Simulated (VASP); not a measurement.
Input of a VASP 6.6.1 run:

File INCAR:

```
SYSTEM = HfMg3
ALGO     = Fast           ! electronic algorithm
EDIFF    = 1E-6           ! SCF threshold, eV
ENCUT    = 520            ! plane-wave cutoff, eV
GGA      = PE             ! functional
ISIF     = 2              ! what is computed and relaxed
ISMEAR   = 0              ! smearing method
LASPH    = .TRUE.         ! aspherical terms in the spheres
LCHARG   = .TRUE.         ! write CHGCAR
LELF     = .TRUE.         ! ELF
LREAL    = .FALSE.        ! projectors in reciprocal space
LVHAR    = .TRUE.       
LWAVE    = .FALSE.        ! write WAVECAR
NBANDS   = 16             ! bands
NELM     = 60             ! most SCF steps
PREC     = Accurate       ! precision mode
SIGMA    = 0.05           ! smearing width, eV
```

KPOINTS

```
k-points
0
G
  8 8 8
  0 0 0
```

File POSCAR:

```
HfMg3
1.0
    4.3752431754      0.0000000000      0.0000000000
    0.0000000000      4.3752431754      0.0000000000
    0.0000000000      0.0000000000      4.3752431754
Hf Mg
1 3
Direct
    0.0000000000      0.0000000000      0.0000000000
    0.0000000000      0.5000000000      0.5000000000
    0.5000000000      0.5000000000      0.0000000000
    0.5000000000      0.0000000000      0.5000000000
```

Potentials or basis: VASP PAW PBE potentials, release 64 (Hf_pv, Mg).

Run with:

```bash
$ cat potpaw_PBE.64/Hf_pv/POTCAR potpaw_PBE.64/Mg/POTCAR > POTCAR
$ mpirun -np 1 vasp_std > vasp.out
```

Problem. What does it give for the band gap on the k mesh?

Solution. Zero (bands 8 and 9 overlap by 1.48 eV).

Problem. Estimate the pressure.

Solution. 2.4 GPa.

Caveat: spin-orbit coupling is left out, which moves the levels of the heavy elements.
